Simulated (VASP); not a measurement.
# Ir (Fd-3m) in VASP: single point with PBE

Aim: the single point of Ir with PBE.

Everything below comes from runs of VASP 6.6.1. Logs are shortened: lines on timing, memory, paths and dates and some standing lists are left out, and cuts for length are marked.

## (1) The cell of the first run

Symmetry: Fd-3m, No. 227, cubic system. Conventional cell: a = 5.534 Å, b = 5.534 Å, c = 5.534 Å, α = 90.00°, β = 90.00°, γ = 90.00°. Within 3.2 Å of Ir (site symmetry -43m) lie 4 Ir at 2.40 Å.

This isn't the form of Ir at room conditions, which is fcc.

## (2) Single point, PBE

Contents of INCAR:

```
SYSTEM = Ir
PREC = Accurate
ENCUT = 520
EDIFF = 1E-6
ISMEAR = -1
SIGMA = 0.06122561905347299
LREAL = .False.
LASPH = .True.
NELM = 60
ALGO = Normal
ISIF = 2
LWAVE = .False.
LCHARG = .True.
GGA = PE
LELF = .True.
LVHAR = .True.
NBANDS = 16
```

Contents of KPOINTS:

```
Automatic mesh
0
Gamma
  34 34 34
  0 0 0
```

Contents of POSCAR:

```
Ir
1.0
    0.0000000000      2.7668136368      2.7668136368
    2.7668136368      0.0000000000      2.7668136368
    2.7668136368      2.7668136368      0.0000000000
Ir
2
Direct
    0.0000000000      0.0000000000      0.0000000000
    0.2500000000      0.2500000000      0.2500000000
```

Potentials or basis: VASP PAW PBE potentials, release 64 (Ir).

On the command line:

```
$ cat potpaw_PBE.64/Ir/POTCAR > POTCAR
$ mpirun -np 1 vasp_std > vasp.out
```

OUTCAR:

```text
SYSTEM = Ir
   PREC = Accurate
   ENCUT = 520
   EDIFF = 1E-6
   ISMEAR = -1
   LREAL = .False.
   LASPH = .True.
   NELM = 60
   ISIF = 2
   GGA = PE

 ion  position               nearest neighbor table
   1  0.000  0.000  0.000-   2 2.40   2 2.40   2 2.40   2 2.40
   2  0.250  0.250  0.250-   1 2.40   1 2.40   1 2.40   1 2.40

  LATTYP: Found a face centered cubic cell.
 ALAT       =     5.5336272736

  Lattice vectors:

 A1 = (   0.0000000000,   2.7668136368,   2.7668136368)
 A2 = (   2.7668136368,   0.0000000000,   2.7668136368)
 A3 = (   2.7668136368,   2.7668136368,   0.0000000000)

Analysis of symmetry for initial positions (statically):
=====================================================================
 Subroutine PRICEL returns:
 Original cell was already a primitive cell.

 Routine SETGRP: Setting up the symmetry group for a
 face centered cubic supercell.

 Subroutine GETGRP returns: Found 48 space group operations
 (whereof 24 operations were pure point group operations)
 out of a pool of 48 trial point group operations.

The static configuration has the point symmetry T_d .
 The point group associated with its full space group is O_h .

Analysis of symmetry for dynamics (positions and initial velocities):
=====================================================================
 Subroutine PRICEL returns:
 Original cell was already a primitive cell.

 Routine SETGRP: Setting up the symmetry group for a
 face centered cubic supercell.

 Subroutine GETGRP returns: Found 48 space group operations
 (whereof 24 operations were pure point group operations)
 out of a pool of 48 trial point group operations.

The dynamic configuration has the point symmetry T_d .
 The point group associated with its full space group is O_h .

 Subroutine INISYM returns: Found 48 space group operations
 (whereof 24 operations are pure point group operations),
 and found     1 'primitive' translations

----------------------------------------------------------------------------------------

                                     Primitive cell

  volume of cell :      42.3613

  direct lattice vectors                    reciprocal lattice vectors
     0.000000000  2.766813637  2.766813637    -0.180713292  0.180713292  0.180713292
     2.766813637  0.000000000  2.766813637     0.180713292 -0.180713292  0.180713292
     2.766813637  2.766813637  0.000000000     0.180713292  0.180713292 -0.180713292

  length of vectors
[... 81 lines left out ...]
   NELM   =     60;   NELMIN=  2; NELMDL= -5     # of ELM steps
   EDIFF  = 0.1E-05   stopping-criterion for ELM
   LREAL  =      F    real-space projection
   EDIFFG = 0.1E-04   stopping-criterion for IOM
   NSW    =      0    number of steps for IOM
   IBRION =     -1    ionic relax: 0-MD 1-quasi-New 2-CG
   NFREE  =      0    steps in history (QN), initial steepest desc. (CG)
   ISIF   =      2    stress and relaxation
   ISYM   =      2    0-nonsym 1-usesym 2-fastsym
   POTIM  = 0.5000    time-step for ionic-motion
   TEBEG  =    0.0;   TEEND  =   0.0 temperature during run
   PSTRESS=    0.0 pullay stress
   NELECT =      18.0000    total number of electrons
   NUPDOWN=      -1.0000    fix difference up-down
   EMIN   =  10.00;   EMAX   =-10.00  energy-range for DOS
   EFERMI =   0.00;   METHOD = LEGACY
   ISMEAR =    -1;   SIGMA  =   0.06  broadening in eV -4-tet -1-fermi 0-gaus
   EFERMI_NEDOS =   21; number of points for ismear=-14 and -15
   IALGO  =     38    algorithm
   IMIX   =      4    mixing-type and parameters
     AMIX     =   0.40;   BMIX     =  1.00
     AMIX_MAG =   1.60;   BMIX_MAG =  1.00
  volume/ion in A,a.u.               =      21.18       142.93
  Fermi-wavevector in a.u.,A,eV,Ry     =   1.230767  2.325812 20.609926  1.514787
  Thomas-Fermi vector in A             =   2.365603
   LORBIT       =      0    0 simple, 1 ext, 2 COOP (PROOUT), +10 PAW based schemes
   GGA     = PE    functional components
   LHFCALC =     F    Hartree Fock is set to
   AEXX    =    0.0000 exact exchange contribution
   IVDW    =     0    specifies the selected vdW correction
   LEPSILON=     F    determine dielectric tensor
   LRPA    =     F    only Hartree local field effects (RPA)
 non-spin polarized calculation
  energy-cutoff  :      520.00
  volume of cell :       42.36
 maximum number of plane-waves:      1160
 NGX is ok and might be reduce to    30
   NGX = 15   NGY = 15   NGZ = 15

 number of electron      18.0000000 magnetization

 Free energy of the ion-electron system (eV)
  ---------------------------------------------------
  ext. energy  EPLUGINS =         0.00000000
  ---------------------------------------------------
  free energy    TOTEN  =       -15.71106409 eV

  energy without entropy =      -15.68465937  energy(sigma->0) =      -15.69786173

 E-fermi :   5.4089     XC(G=0): -11.2607

 val. band max:        5.4084910700   @ k =   0.5000   0.2941   0.0000
 cond. band min:       5.4091030824   @ k =   0.4412   0.2647   0.0000
 fundamental gap:      0.0006120123
 Fermi energy:         5.4088549134

 k-point     1 :       0.0000    0.0000    0.0000
  band No.  band energies     occupation
      1      -2.6967      2.00000
      2       0.2473      2.00000
      3       0.2473      2.00000
      4       0.6630      2.00000
      5       0.6630      2.00000
      6       0.6630      2.00000
[... 433 lines left out ...]
      3       0.1300      2.00000
      4       0.6123      2.00000
      5       0.9384      2.00000
      6       1.0845      2.00000
[... 8 lines left out ...]
     15      16.9445      0.00000
     16      17.8308      0.00000

 [... further k-points ...]

------------------------ aborting loop because EDIFF is reached ----------------------------------------

  FORCE on cell =-STRESS in cart. coord.  units (eV):
  Direction    XX          YY          ZZ          XY          YZ          ZX
  --------------------------------------------------------------------------------------
  -------------------------------------------------------------------------------------
  Total        0.8386573      0.8386573      0.8386573     -0.0000000      0.0000000      0.0000000
  in kB       31.7194333     31.7194333     31.7194333     -0.0000000      0.0000000      0.0000000
  external PRESSURE =      31.7194333 kB  Pullay stress =       0.0000000 kB

 VOLUME and BASIS-vectors are now :
 -----------------------------------------------------------------------------
  energy-cutoff  :      520.00
  volume of cell :       42.36
      direct lattice vectors                 reciprocal lattice vectors
     0.000000000  2.766813637  2.766813637    -0.180713292  0.180713292  0.180713292
     2.766813637  0.000000000  2.766813637     0.180713292 -0.180713292  0.180713292
     2.766813637  2.766813637  0.000000000     0.180713292  0.180713292 -0.180713292

 POSITION                                       TOTAL-FORCE (eV/Angst)
 -----------------------------------------------------------------------------------
      0.00000      0.00000      0.00000        -0.000000     -0.000000     -0.000000
      1.38341      1.38341      1.38341         0.000000      0.000000      0.000000
 -----------------------------------------------------------------------------------
    total drift:                                0.000000     -0.000000      0.000000

  FREE ENERGIE OF THE ION-ELECTRON SYSTEM (eV)
  ---------------------------------------------------
  free  energy   TOTEN  =       -15.7110640930 eV

  energy  without entropy=      -15.6846593666  energy(sigma->0) =      -15.69786173
```

OSZICAR:

```text
N       E                     dE             d eps       ncg     rms          rms(c)
DAV:   1     0.142060549263E+03    0.14206E+03   -0.79529E+03 33912   0.105E+03
DAV:   2    -0.119646137826E+02   -0.15403E+03   -0.13546E+03 33976   0.287E+02
DAV:   3    -0.166069988870E+02   -0.46424E+01   -0.45742E+01 44792   0.589E+01
DAV:   4    -0.166548197826E+02   -0.47821E-01   -0.47812E-01 38408   0.557E+00
DAV:   5    -0.166561019924E+02   -0.12822E-02   -0.12822E-02 47184   0.931E-01    0.149E+01
DAV:   6    -0.158313536932E+02    0.82475E+00   -0.15017E+00 45880   0.139E+01    0.589E+00
DAV:   7    -0.157277668754E+02    0.10359E+00   -0.18648E-01 49000   0.429E+00    0.214E+00
DAV:   8    -0.157112715399E+02    0.16495E-01   -0.19285E-02 38976   0.112E+00    0.284E-01
DAV:   9    -0.157110228497E+02    0.24869E-03   -0.68495E-04 41112   0.208E-01    0.369E-02
DAV:  10    -0.157110650829E+02   -0.42233E-04   -0.41965E-05 44096   0.498E-02    0.553E-03
DAV:  11    -0.157110640930E+02    0.98984E-06   -0.26948E-06 42240   0.169E-02
   1 F= -.15711064E+02 E0= -.15697862E+02  d E =-.264047E-01
```

stdout:

```text
POSCAR found type information on POSCAR Ir
 POSCAR found :  1 types and       2 ions
 scaLAPACK will be used
 LDA part: xc-table for (Slater+PW92), standard interpolation
 POSCAR, INCAR and KPOINTS ok, starting setup
 FFT: planning ... GRIDC
 FFT: planning ... GRID_SOFT
 FFT: planning ... GRID
 WAVECAR not read
 entering main loop
```

Run time: 16 min. Hardware: 1 thread of Intel Xeon 8259CL, shared host; peak memory 0.68 GiB.

Results:

| Quantity | Value |
| --- | --- |
| Free energy | -15.7111 eV |
| Pressure | 3.2 GPa |
| Band gap on the k mesh | zero (bands 9 and 10 overlap by 1.70 eV) |

Caveat: the cell stands under pressure; spin-orbit coupling is left out, which moves the levels of the heavy elements.
